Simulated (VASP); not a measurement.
Input of a VASP 6.6.1 run:

The input INCAR:

```
ALGO = Normal ; EDIFF = 1E-6
ENCUT = 520 ; GGA = PE
ISIF = 2 ; ISMEAR = 0
LASPH = T ; LCHARG = F
LREAL = F ; LWAVE = F
NBANDS = 36 ; NELM = 60
PREC = Accurate ; SIGMA = 0.1
```

File KPOINTS:

```
k-points
0
Gamma
  4 4 4
```

File POSCAR:

```
Si3Ge
1.0
    5.5325248255      0.0013962975     -0.0006676559
    0.0013791962      5.5335294566     -0.0002595086
   -2.7676352754     -2.7678210186      5.5294409419
Si Ge
6 2
Direct
    0.5000012531      0.4999654056      0.9998458219
    0.6250695524      0.6169543592      0.7500714578
    0.1250494400      0.1331332073      0.7500590743
    0.7499112548      0.2500213769      0.4999702497
    0.3830692771      0.8749403672      0.2500833998
    0.8669022313      0.3749680034      0.2500059682
   -0.0000095066     -0.0000367272     -0.0001049056
    0.2500064980      0.7500540076      0.5000689340
```

Potentials or basis: VASP PAW PBE potentials, release 64 (Si, Ge_d).

Run with:

```console
$ cat potpaw_PBE.64/Si/POTCAR potpaw_PBE.64/Ge_d/POTCAR > POTCAR
$ mpirun -np 1 vasp_std > vasp.out
```

Task: Predict the largest force.

Result: 0.012 eV/Å.

Task: Predict the pressure.

Result: 0.0 GPa.

Task: Estimate the band gap on the k mesh.

Result: 0.61 eV (least direct gap 0.66 eV).

Forces in eV/Å, atoms in the order of the input:
```
Si  -0.003 -0.001  0.012
Si  -0.001 -0.003 -0.005
Si  -0.003  0.007 -0.004
Si   0.004 -0.003 -0.002
Si   0.008  0.002 -0.005
Si  -0.005  0.001  0.000
Ge   0.001  0.000  0.008
Ge  -0.001 -0.004 -0.004
```

Caveat: semilocal functionals underestimate gaps, and a narrow one can read as zero. A k mesh can miss the band edges.
